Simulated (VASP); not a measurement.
A run of VASP 6.6.1 is set up as follows.

Contents of POSCAR:

```
TaN
1.0
    0.0000000000      2.1609791939      2.1609791939
    2.1609791939      0.0000000000      2.1609791939
    2.1609791939      2.1609791939      0.0000000000
Ta N
1 1
Direct
    0.5000000000      0.5000000000      0.5000000000
    0.0000000000      0.0000000000      0.0000000000
```

The input INCAR.step1:

```
SYSTEM = TaN
PREC = Accurate
ENCUT = 520
ISMEAR = -1
SIGMA = 0.05
LREAL = .FALSE.
LASPH = .TRUE.
NELM = 80
NBANDS = 15
GGA = PE
ALGO = Normal
EDIFF = 1E-4
LWAVE = .TRUE.
LCHARG = .FALSE.
```

The input INCAR.step2:

```
SYSTEM = TaN
PREC = Accurate
ENCUT = 520
EDIFF = 1E-7
ISMEAR = -1
SIGMA = 0.05
LREAL = .FALSE.
LASPH = .TRUE.
NELM = 80
ALGO = Normal
ISIF = 2
LWAVE = .FALSE.
LCHARG = .FALSE.
METAGGA = R2SCAN
LMIXTAU = .TRUE.
NBANDS = 15
ISTART = 1
```

File KPOINTS:

```
Automatic mesh
0
G
  10 10 10
  0 0 0
```

Potentials or basis: VASP PAW PBE potentials, release 64 (Ta_pv, N).

Launch:

```console
$ cat potpaw_PBE.64/Ta_pv/POTCAR potpaw_PBE.64/N/POTCAR > POTCAR
$ cp INCAR.step1 INCAR
$ mpirun -np 1 vasp_std > vasp.out
$ cp INCAR.step2 INCAR
$ mpirun -np 1 vasp_std > vasp.out
```

Task: Predict the band gap on the k mesh.

Result: Zero (band 8 reaches 12.31 eV, above the bottom of band 9 at 7.89 eV).

Task: Estimate the pressure.

Result: 22.3 GPa.

Caveat: the PAW data sets were made with another functional, which shifts forces and pressure a little; spin-orbit coupling is left out, which moves the levels of the heavy elements.
